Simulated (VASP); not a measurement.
# MgCd2O3 (P-3m1) in VASP: a series of runs

MgCd2O3 is run at these levels: PBE; tasks: single point, relaxation of cell and atoms.

Everything below comes from runs of VASP 6.6.1. Logs are shortened: lines on timing, memory, paths and dates and some standing lists are left out, and cuts for length are marked.

### 1 The cell of the first run

Symmetry: P-3m1, No. 164, trigonal system. The conventional cell has a = 3.237 Å, b = 3.237 Å, c = 8.090 Å, α = 90.00°, β = 90.00°, γ = 120.00°. Mg (site symmetry -3m) has 6 O at 2.19 Å within 2.9 Å. Cd (site symmetry 3m) has 6 O at 2.35 to 2.38 Å and 3 Mg at 3.21 Å and 9 Cd at 3.24 to 3.42 Å within 3.5 Å. O (site symmetry 3m) has 3 Mg at 2.19 Å and 3 Cd at 2.38 Å and 3 O at 2.96 Å within 3.0 Å. Within 3.1 Å of O (site symmetry -3m) lie 6 Cd at 2.35 Å.

### 2 Single point, PBE

Input file INCAR:

```
SYSTEM = MgCd2O3
ALGO = Normal ; EDIFF = 1E-7
ENCUT = 520 ; GGA = PE
ISIF = 2 ; ISMEAR = 0
LASPH = .True. ; LCHARG = .False.
LREAL = .False. ; LWAVE = .False.
NBANDS = 31 ; NELM = 100
PREC = Accurate ; SIGMA = 0.1
```

Input file KPOINTS:

```
k-points
0
Gamma
  6 6 2
  0 0 0
```

Input file POSCAR:

```
MgCd2O3
1.0
    3.2374909446     -0.0000000027      0.0000000000
   -1.6187454700      2.8037494038      0.0000000000
    0.0000000000      0.0000000000      8.0897815657
Mg Cd O
1 2 3
Direct
    0.0000000000      0.0000000000      0.0000000000
    0.3333333333      0.6666666667      0.3231969991
    0.6666666667      0.3333333333      0.6768030009
    0.3333333333      0.6666666667      0.8585356029
    0.6666666667      0.3333333333      0.1414643971
    0.0000000000      0.0000000000      0.5000000000
```

Potentials or basis: VASP PAW PBE potentials, release 64 (Mg, Cd, O).

On the command line:

```sh
$ cat potpaw_PBE.64/Mg/POTCAR potpaw_PBE.64/Cd/POTCAR potpaw_PBE.64/O/POTCAR > POTCAR
$ mpirun -np 1 vasp_std > vasp.out
```

OUTCAR:

```text
SYSTEM = MgCd2O3
   EDIFF = 1E-7
   ENCUT = 520
   GGA = PE
   ISIF = 2
   ISMEAR = 0
   LASPH = .True.
   LREAL = .False.
   NELM = 100
   PREC = Accurate

 ion  position               nearest neighbor table
   1  0.000  0.000  0.000-   4 2.19   5 2.19   4 2.19   5 2.19   5 2.19   4 2.19   2 3.21   3 3.21
                             2 3.21   3 3.21   2 3.21   3 3.21
   2  0.333  0.667  0.323-   6 2.35   6 2.35   6 2.35   5 2.38   5 2.38   5 2.38   1 3.21   1 3.21
                             1 3.21   3 3.42   3 3.42   3 3.42
   3  0.667  0.333  0.677-   6 2.35   6 2.35   6 2.35   4 2.38   4 2.38   4 2.38   1 3.21   1 3.21
                             1 3.21   2 3.42   2 3.42   2 3.42
   4  0.333  0.667  0.859-   1 2.19   1 2.19   1 2.19   3 2.38   3 2.38   3 2.38
   5  0.667  0.333  0.141-   1 2.19   1 2.19   1 2.19   2 2.38   2 2.38   2 2.38
   6  0.000  0.000  0.500-   2 2.35   3 2.35   2 2.35   3 2.35   3 2.35   2 2.35

  LATTYP: Found a hexagonal cell.
 ALAT       =     3.2374909446
 C/A-ratio  =     2.4987812180

  Lattice vectors:

 A1 = (   3.2374909446,  -0.0000000027,   0.0000000000)
 A2 = (  -1.6187454700,   2.8037494038,   0.0000000000)
 A3 = (   0.0000000000,   0.0000000000,   8.0897815657)

Analysis of symmetry for initial positions (statically):
=====================================================================
 Subroutine PRICEL returns:
 Original cell was already a primitive cell.

 Routine SETGRP: Setting up the symmetry group for a
 hexagonal supercell.

 Subroutine GETGRP returns: Found 12 space group operations
 (whereof 12 operations were pure point group operations)
 out of a pool of 24 trial point group operations.

The static configuration has the point symmetry D_3d.

Analysis of symmetry for dynamics (positions and initial velocities):
=====================================================================
 Subroutine PRICEL returns:
 Original cell was already a primitive cell.

 Routine SETGRP: Setting up the symmetry group for a
 hexagonal supercell.

 Subroutine GETGRP returns: Found 12 space group operations
 (whereof 12 operations were pure point group operations)
 out of a pool of 24 trial point group operations.

The dynamic configuration has the point symmetry D_3d.

 Subroutine INISYM returns: Found 12 space group operations
 (whereof 12 operations are pure point group operations),
 and found     1 'primitive' translations

----------------------------------------------------------------------------------------

                                     Primitive cell

  volume of cell :      73.4319

  direct lattice vectors                    reciprocal lattice vectors
     3.237490945 -0.000000003  0.000000000     0.308881173  0.178332628  0.000000000
    -1.618745470  2.803749404  0.000000000     0.000000000  0.356665257  0.000000000
     0.000000000  0.000000000  8.089781566     0.000000000  0.000000000  0.123612732

  length of vectors
     3.237490945  3.237490945  8.089781566     0.356665257  0.356665257  0.123612732

  position of ions in fractional coordinates (direct lattice)
     0.000000000  0.000000000  0.000000000
     0.333333333  0.666666667  0.323196999
     0.666666667  0.333333333  0.676803001
     0.333333333  0.666666667  0.858535603
     0.666666667  0.333333333  0.141464397
     0.000000000  0.000000000  0.500000000

  ion indices of the primitive-cell ions
   primitive index   ion index
                 1           1
                 2           2
                 3           3
                 4           4
                 5           5
                 6           6

----------------------------------------------------------------------------------------

 KPOINTS: k-points

Automatic generation of k-mesh.
 Grid dimensions read from file:
 generate k-points for:    6    6    2

 Generating k-lattice:

  Cartesian coordinates                     Fractional coordinates (reciprocal lattice)
     0.051480195  0.029722105  0.000000000     0.166666667  0.000000000  0.000000000
[... 46 lines left out ...]
   AEXX    =    0.0000 exact exchange contribution
   IVDW    =     0    specifies the selected vdW correction
   LEPSILON=     F    determine dielectric tensor
   LRPA    =     F    only Hartree local field effects (RPA)
 non-spin polarized calculation
 Gauss-broadening in eV      SIGMA  =   0.10
  energy-cutoff  :      520.00
  volume of cell :       73.43
 maximum number of plane-waves:      2010
   NGX = 13   NGY = 13   NGZ = 31

 number of electron      44.0000020 magnetization

 Free energy of the ion-electron system (eV)
  ---------------------------------------------------
  ext. energy  EPLUGINS =         0.00000000
  ---------------------------------------------------
  free energy    TOTEN  =       -27.06019202 eV

  energy without entropy =      -27.06019127  energy(sigma->0) =      -27.06019164

 E-fermi :   2.3494     XC(G=0): -11.3287

 val. band max:        2.0415909760   @ k =   0.5000  -0.0000   0.5000
 cond. band min:       2.6269163311   @ k =   0.0000   0.0000   0.0000
 fundamental gap:      0.5853253551
 Fermi energy:         2.3494485286

 k-point     1 :       0.0000    0.0000    0.0000
  band No.  band energies     occupation
      1     -15.0241      2.00000
      2     -14.5621      2.00000
      3     -14.1924      2.00000
      4      -5.1327      2.00000
      5      -4.8442      2.00000
      6      -4.8442      2.00000
[... 23 lines left out ...]
     30      16.1820      0.00000
     31      16.1820      0.00000

 k-point     2 :       0.1667   -0.0000    0.0000
  band No.  band energies     occupation
      1     -14.8521      2.00000
      2     -14.4970      2.00000
      3     -14.1245      2.00000
      4      -5.0040      2.00000
      5      -4.8297      2.00000
      6      -4.7317      2.00000
[... 23 lines left out ...]
     30      15.1710      0.00000
     31      15.7362      0.00000

 k-point     3 :       0.3333   -0.0000    0.0000
  band No.  band energies     occupation
      1     -14.5010      2.00000
      2     -14.3288      2.00000
      3     -14.0036      2.00000
      4      -5.1121      2.00000
      5      -4.8812      2.00000
      6      -4.8507      2.00000
[... 363 lines left out ...]
     30      12.9879      0.00000
     31      13.1462      0.00000

 k-point    14 :       0.3333    0.3333    0.5000
  band No.  band energies     occupation
      1     -14.3150      2.00000
      2     -14.0093      2.00000
      3     -14.0093      2.00000
      4      -4.8112      2.00000
      5      -4.8112      2.00000
      6      -4.8085      2.00000
[... 23 lines left out ...]
     30      12.9877      0.00000
     31      12.9877      0.00000

------------------------ aborting loop because EDIFF is reached ----------------------------------------

  FORCE on cell =-STRESS in cart. coord.  units (eV):
  Direction    XX          YY          ZZ          XY          YZ          ZX
  --------------------------------------------------------------------------------------
  -------------------------------------------------------------------------------------
  Total        0.3637470      0.3637470      0.4256164     -0.0000000     -0.0000000      0.0000000
  in kB        7.9364352      7.9364352      9.2863367     -0.0000000     -0.0000000      0.0000000
  external PRESSURE =       8.3864024 kB  Pullay stress =       0.0000000 kB

 VOLUME and BASIS-vectors are now :
 -----------------------------------------------------------------------------
  energy-cutoff  :      520.00
  volume of cell :       73.43
      direct lattice vectors                 reciprocal lattice vectors
     3.237490945 -0.000000003  0.000000000     0.308881173  0.178332628  0.000000000
    -1.618745470  2.803749404  0.000000000     0.000000000  0.356665257  0.000000000
     0.000000000  0.000000000  8.089781566     0.000000000  0.000000000  0.123612732

 POSITION                                       TOTAL-FORCE (eV/Angst)
 -----------------------------------------------------------------------------------
      0.00000      0.00000      0.00000         0.000000      0.000000      0.000000
      0.00000      1.86917      2.61459         0.000000      0.000000     -0.007455
      1.61875      0.93458      5.47519        -0.000000      0.000000      0.007455
      0.00000      1.86917      6.94537        -0.000000     -0.000000      0.110094
      1.61875      0.93458      1.14442         0.000000      0.000000     -0.110094
      0.00000      0.00000      4.04489         0.000000      0.000000      0.000000
 -----------------------------------------------------------------------------------
    total drift:                                0.000000      0.000000      0.000000

  FREE ENERGIE OF THE ION-ELECTRON SYSTEM (eV)
  ---------------------------------------------------
  free  energy   TOTEN  =       -27.0601920188 eV

  energy  without entropy=      -27.0601912675  energy(sigma->0) =      -27.06019164
```

Wall time 23 s (1 thread of Intel Xeon 6975P-C (Granite Rapids), shared host); peak memory 0.18 GiB.

What came out:

```
Free energy            : -27.0602 eV
Pressure               : 0.8 GPa
Largest force          : 0.110 eV/Å
Band gap on the k mesh : 0.59 eV
```

Forces on the atoms (eV/Å):
```
Mg   0.000  0.000  0.000
Cd   0.000  0.000 -0.007
Cd   0.000  0.000  0.007
O    0.000  0.000  0.110
O    0.000  0.000 -0.110
O    0.000  0.000  0.000
```

Levels at points of the mesh, in eV from the valence-band top:
```tsv
k point	band 18	band 19	band 20	band 21	band 22	band 23	band 24	band 25	band 26	band 27
(0.00, 0.00, 0.00)	-0.81	-0.78	-0.78	0.00	0.00	0.59	4.32	4.79	8.82	10.79
(0.50, 0.00, 0.00)	-1.83	-1.20	-0.81	-0.66	-0.34	4.61	5.57	6.27	7.38	9.78
(0.00, 0.00, 0.50)	-1.04	-0.42	-0.42	-0.13	-0.13	2.01	2.83	5.45	8.55	12.55
(0.50, 0.00, 0.50)	-1.67	-1.53	-1.33	-0.11	0.00	4.80	5.06	6.20	7.68	9.50
```

### 3 Single point, PBE

This run uses another cell than the first one, of 15.36 Å³/atom.

Input file INCAR:

```
PREC = Accurate
ENCUT = 520
EDIFF = 1E-6
ISMEAR = 0
SIGMA = 0.1
LREAL = False
LASPH = True
NELM = 60
ALGO = Normal
ISIF = 2
LWAVE = False
LCHARG = False
GGA = PE
NBANDS = 31
```

Input file KPOINTS:

```
regular mesh
0
Gamma
  6 6 2
```

Input file POSCAR:

```
MgCd2O3
1.0
    3.5157431900      0.0000000000      0.0000000000
   -1.7578715900      3.0447229100      0.0000000000
    0.0000000000      0.0000000000      8.6117768800
Mg Cd O
1 2 3
Direct
    0.0000000000      0.0000000000      0.0000000000
    0.3333333300      0.6666666700      0.3333333300
    0.6666666700      0.3333333300      0.6666666700
    0.3333333300      0.6666666700      0.8333333300
    0.6666666700      0.3333333300      0.1666666700
    0.0000000000      0.0000000000      0.5000000000
```

Potentials or basis: VASP PAW PBE potentials, release 64 (Mg, Cd, O).

On the command line:

```sh
$ cat potpaw_PBE.64/Mg/POTCAR potpaw_PBE.64/Cd/POTCAR potpaw_PBE.64/O/POTCAR > POTCAR
$ mpirun -np 1 vasp_std > vasp.out
```

Wall time 27 s (1 thread of Intel Xeon 6975P-C (Granite Rapids), shared host); peak memory 0.22 GiB.

The run converged. Its results:

- Free energy: -25.6399 eV
- Pressure: -16.3 GPa
- Largest force: 0.997 eV/Å
- Band gap on the k mesh: zero (filled and empty bands touch)

Forces in eV/Å, atoms in the order of the input:
```
Mg   0.000  0.000  0.000
Cd   0.000  0.000 -0.054
Cd   0.000  0.000  0.054
O    0.000  0.000  0.997
O    0.000  0.000 -0.997
O    0.000  0.000  0.000
```

Stress tensor (GPa, compression positive):
```
-16.25   0.00   0.00
  0.00 -16.25   0.00
  0.00   0.00 -16.55
```

Levels at points of the mesh, in eV from the Fermi level:
```
           k point  band 19  band 20  band 21  band 22  band 23  band 24  band 25  band 26
(0.00, 0.00, 0.00)    -0.51    -0.51    -0.17    -0.07    -0.07     3.33     3.57     7.94
(0.50, 0.00, 0.00)    -1.08    -0.70    -0.61    -0.26     3.70     5.05     5.19     6.56
(0.00, 0.00, 0.50)    -0.37    -0.37    -0.12    -0.12     1.40     1.78     4.53     6.60
(0.50, 0.00, 0.50)    -1.29    -0.95    -0.15    -0.14     4.10     4.53     4.83     6.71
```

Caveat: the k points lie up to 0.36 Å⁻¹ apart; semilocal functionals underestimate gaps, so a narrow gap can read as zero.

### 4 Relaxation of cell and atoms, PBE

This run uses another cell than the first one, of 15.36 Å³/atom.

Input file INCAR:

```
ALGO = Normal
EDIFF = 1E-6
EDIFFG = -0.04
ENCUT = 600
GGA = PE
IBRION = 2
ISIF = 3
ISMEAR = 0
LASPH = T
LCHARG = F
LREAL = F
LWAVE = F
NELM = 60
NSW = 90
PREC = Accurate
SIGMA = 0.1
```

Input file KPOINTS:

```
k-points
0
Gamma
  6 6 2
```

POSCAR is that of step 3.

On the command line:

```sh
$ cat potpaw_PBE.64/Mg/POTCAR potpaw_PBE.64/Cd/POTCAR potpaw_PBE.64/O/POTCAR > POTCAR
$ mpirun -np 1 vasp_std > vasp.out
```

It took 2.5 min on 1 thread of Intel Xeon 6975P-C (Granite Rapids), shared host; peak memory 0.26 GiB.

It converged, with:

| Property | Result |
| --- | --- |
| Free energy | -27.1032 eV |
| Relaxed volume | 12.28 Å³/atom |
| Relaxed cell | a = 3.242 Å, b = 3.242 Å, c = 8.097 Å, α = 90.00°, β = 90.00°, γ = 120.00° |
| Space group after relaxing (to 0.1 Å) | P-3m1 (No. 164) |
| Energy gained by relaxing | 243.3 meV/atom |
| Ionic steps | 10 |
| Pressure after relaxing | 0.0 GPa |
| Largest force after relaxing | 0.021 eV/Å |
| Band gap on the k mesh | 0.57 eV |

Forces on the atoms (eV/Å):
```
Mg   0.000  0.000  0.000
Cd   0.000  0.000  0.021
Cd   0.000  0.000 -0.021
O    0.000  0.000 -0.003
O    0.000  0.000  0.003
O    0.000  0.000  0.000
```

Stress tensor (GPa, compression positive):
```
-0.05  0.00  0.00
 0.00 -0.05  0.00
 0.00  0.00  0.17
```

Step by step:
```tsv
step	energy change (eV)	largest force (eV/Å)	pressure (GPa)	volume (Å³)
1	0.0000	0.9967	-16.50	92.18
2	-1.1354	1.5978	5.03	72.65
3	-1.1565	1.5236	1.37	74.48
4	-1.3446	0.7655	1.28	73.80
5	-1.4173	0.7311	1.72	73.04
6	-1.4542	0.0910	-1.40	74.50
7	-1.4552	0.1021	-1.03	74.30
8	-1.4588	0.0877	0.50	73.44
9	-1.4592	0.0473	0.15	73.65
10	-1.4599	0.0209	0.02	73.70
```

Final structure:
```
Mg Cd O
1.0
     3.24199    0.00000    0.00000
    -1.62099    2.80764    0.00000
     0.00000    0.00000    8.09729
Mg Cd O
1 2 3
Cartesian
  -1.6210 2.8076 8.0973
  0.0000 1.8718 2.6118
  1.6210 0.9359 5.4855
  0.0000 1.8718 6.9624
  1.6210 0.9359 1.1349
  -1.6210 2.8076 4.0486
```

Levels at points of the mesh, in eV from the valence-band top:
```
           k point  band 19  band 20  band 21  band 22  band 23  band 24  band 25  band 26
(0.00, 0.00, 0.00)    -0.77    -0.77     0.00     0.00     0.57     4.30     4.79     8.77
(0.50, 0.00, 0.00)    -1.18    -0.80    -0.67    -0.35     4.57     5.54     6.24     7.31
(0.00, 0.00, 0.50)    -0.42    -0.42    -0.13    -0.13     2.00     2.81     5.46     8.52
(0.50, 0.00, 0.50)    -1.50    -1.34    -0.12     0.00     4.78     5.02     6.16     7.62
```

Caveat: the volume moved by over 15 % at a fixed basis, so the end points are rough.

### 5 Single point, PBE, collinear spin, ferromagnetic start

This run uses another cell than the first one, of 15.36 Å³/atom.

Input file INCAR:

```
ALGO     = Normal         # electronic algorithm
EDIFF    = 1E-7           # SCF threshold, eV
ENCUT    = 520            # plane-wave cutoff, eV
GGA      = PE             # functional
ISIF     = 2              # what is computed and relaxed
ISMEAR   = 0              # smearing method
ISPIN    = 2              # spin polarisation
LASPH    = T              # aspherical terms in the spheres
LCHARG   = T              # write CHGCAR
LELF     = T              # ELF
LORBIT   = 11             # projections on sites
LREAL    = F              # projectors in reciprocal space
LVHAR    = T            
LWAVE    = F              # write WAVECAR
MAGMOM   = 0 0 0 1 1 1    # initial moments
NBANDS   = 35             # bands
NELM     = 150            # most SCF steps
PREC     = Accurate       # precision mode
SIGMA    = 0.1            # smearing width, eV
```

KPOINTS is that of step 4.

POSCAR is that of step 4.

On the command line:

```sh
$ cat potpaw_PBE.64/Mg/POTCAR potpaw_PBE.64/Cd/POTCAR potpaw_PBE.64/O/POTCAR > POTCAR
$ mpirun -np 1 vasp_std > vasp.out
```

Wall time 55 s (1 thread of Intel Xeon 6975P-C (Granite Rapids), shared host); peak memory 0.29 GiB.

Results (log left out):

```yaml
Free_energy: -25.6399 eV
Pressure: -16.3 GPa
Largest_force: 0.997 eV/Å
Band_gap_on_the_k_mesh: zero (filled and empty bands touch)
Net_moment: 0.00 μB per cell
Valence_electrons_inside_the_program's_atomic_spheres: Mg 0.21; Cd 10.13; O 4.87, 4.86 (each value once)
```

Forces on the atoms (eV/Å):
```
Mg   0.000  0.000  0.000
Cd   0.000  0.000 -0.054
Cd   0.000  0.000  0.054
O    0.000  0.000  0.997
O    0.000  0.000 -0.997
O    0.000  0.000  0.000
```

Stress tensor (GPa, compression positive):
```
-16.25   0.00   0.00
  0.00 -16.25   0.00
  0.00   0.00 -16.55
```

Levels at points of the mesh, in eV from the Fermi level:
Spin up:
```csv
k point,band 20,band 21,band 22,band 23,band 24,band 25
"(0.00, 0.00, 0.00)",-0.51,-0.17,-0.07,-0.07,3.33,3.57
"(0.50, 0.00, 0.00)",-0.70,-0.61,-0.26,3.70,5.05,5.19
"(0.00, 0.00, 0.50)",-0.37,-0.12,-0.12,1.40,1.78,4.53
"(0.50, 0.00, 0.50)",-0.95,-0.15,-0.14,4.10,4.53,4.83
```
Spin down:
```tsv
k point	band 18	band 19	band 20	band 21	band 22	band 23	band 24	band 25	band 26	band 27
(0.00, 0.00, 0.00)	-0.62	-0.51	-0.51	-0.17	-0.07	-0.07	3.33	3.57	7.94	8.06
(0.50, 0.00, 0.00)	-1.41	-1.08	-0.70	-0.61	-0.26	3.70	5.05	5.19	6.56	6.97
(0.00, 0.00, 0.50)	-0.71	-0.37	-0.37	-0.12	-0.12	1.40	1.78	4.53	6.60	10.45
(0.50, 0.00, 0.50)	-1.46	-1.29	-0.95	-0.15	-0.14	4.10	4.53	4.83	6.71	7.78
```

Caveat: the k points lie up to 0.36 Å⁻¹ apart; semilocal functionals underestimate gaps, so a narrow gap can read as zero.

### 6 Summary

```tsv
task	spin	cell	cutoff (eV)	gap on the mesh (eV)	pressure (GPa)	largest force (eV/Å)
single point	off	a = 3.237, b = 3.237, c = 8.090 Å, angles 90.0, 90.0, 120.0°, 6 atoms, atomic positions A	520	0.59	0.8	0.11
single point	off	a = 3.516, b = 3.516, c = 8.612 Å, angles 90.0, 90.0, 120.0°, 6 atoms, atomic positions B	520	none	-16.3	1.00
relaxation of cell and atoms	off	relaxed from a = 3.516, b = 3.516, c = 8.612 Å, angles 90.0, 90.0, 120.0°, 6 atoms, atomic positions B	600	0.57	0.0	0.02
single point	collinear, ferromagnetic start	a = 3.516, b = 3.516, c = 8.612 Å, angles 90.0, 90.0, 120.0°, 6 atoms, atomic positions B	520	none	-16.3	1.00
```

Alike in all rows: level PBE; potentials or basis VASP PAW PBE potentials, release 64 (Mg, Cd, O); k mesh 6 × 6 × 2; smearing gaussian 0.1 eV.

Caveats: some runs use coarse meshes; semilocal functionals underestimate gaps, so a narrow gap can read as zero (at least some runs); the volume moved by over 15 % at a fixed basis, so the end points are rough (at least some runs).

Absolute energies hang on the potentials; compare differences alone.
